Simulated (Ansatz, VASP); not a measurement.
Two plane-wave programs on NbRu3C

Contents of INCAR:

```
PREC = Accurate ; ENCUT = 520
EDIFF = 1E-6 ; ISMEAR = -1
SIGMA = 0.1 ; LREAL = False
LASPH = True ; NELM = 60
ALGO = Normal ; ISIF = 2
LWAVE = False ; LCHARG = True
GGA = CA ; LELF = True
LVHAR = True ; NBANDS = 38
```

The input KPOINTS:

```
Automatic mesh
0
Gamma
  6 6 6
```

POSCAR

```
NbRu3C
1.0
    3.9821527148      0.0000000000      0.0000000000
    0.0000000000      3.9821527148      0.0000000000
    0.0000000000      0.0000000000      3.9821527148
Nb Ru C
1 3 1
Direct
    0.0000000000      0.0000000000      0.0000000000
    0.0000000000      0.5000000000      0.5000000000
    0.5000000000      0.0000000000      0.5000000000
    0.5000000000      0.5000000000      0.0000000000
    0.5000000000      0.5000000000      0.5000000000
```

Input for Ansatz:

```yaml
crystal:
  lattice:
    - [3.9821527148117606, 0.0, 0.0]
    - [0.0, 3.9821527148117606, 0.0]
    - [0.0, 0.0, 3.9821527148117606]
  atoms:
    - { symbol: Nb, position: [0.0, 0.0, 0.0] }
    - { symbol: Ru, position: [0.0, 0.5, 0.5] }
    - { symbol: Ru, position: [0.5, 0.0, 0.5] }
    - { symbol: Ru, position: [0.5, 0.5, 0.0] }
    - { symbol: C, position: [0.5, 0.5, 0.5] }
basis:
  ecutwfc: 517.016338673772
kpoints:
  mp_grid:
    grid: [6, 6, 6]
hamiltonian:
  xc: lda
scf:
  max_iter: 60
  occupations:
    method: fermi_dirac
output:
  stress: true
```

Alike in both runs: task single point; functional LDA; k mesh 6 × 6 × 6; no spin polarisation.

|  | VASP | Ansatz |
| --- | --- | --- |
| version | VASP 6.6.1 | Ansatz 0.2.0 |
| potentials or method | VASP PAW LDA potentials, release 64 (Nb_sv, Ru_pv, C), cutoff 520 eV | plane waves, PAW |
| occupations | fermi-dirac, width 0.1 eV | fermi-dirac |
| valence electrons in the cell | 59 | 65 |

|  | VASP | Ansatz | Ansatz less VASP |
| --- | --- | --- | --- |
| pressure (GPa) | 1.7 | 1.0 | -0.72 |

LDA's correlation is that of Perdew and Zunger in VASP and of Perdew and Wang (1992) in Ansatz. VASP's potentials hold 59 valence electrons a cell and Ansatz's 65, so a difference there can come from the potentials and not from the codes.
